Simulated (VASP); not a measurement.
P, 8 atoms in the cell. The cell holds a slab with vacuum, 8 atoms: a = 3.296 Å, b = 4.439 Å, c = 21.746 Å, α = 90.00°, β = 90.00°, γ = 90.00°.  This cell differs from its parent crystal: layers slid over each other.

| Property | Result |
| --- | --- |
| Program | VASP 6.6.1 |
| Task | single point |
| Functional | PBE |
| Dispersion | D3(BJ) |
| Potentials or basis | VASP PAW PBE potentials, release 64 (P) |
| Cutoff | 520 eV |
| k mesh | 8 × 6 × 1 |
| Occupations | gaussian, width 0.05 eV |
| Spin | no spin polarisation |
| Dipole correction | yes |
| Further INCAR settings | ALGO = Normal; EDIFF = 1e-06; NBANDS = 30 |

Potentials or basis: VASP PAW PBE potentials, release 64 (P).

The run is started by

```bash
$ cat potpaw_PBE.64/P/POTCAR > POTCAR
$ mpirun -np 1 vasp_std > vasp.out
```

Hardware: 1 thread of Intel(R) Xeon(R) 6975P-C (Granite Rapids), with other jobs on the host.

Problem. How long does it take, and how much memory?

Solution. It took 3 min on 1 thread of Intel(R) Xeon(R) 6975P-C (Granite Rapids) (shared host), peak memory 0.42 GiB. Counts: scf iterations 22, k points 20.
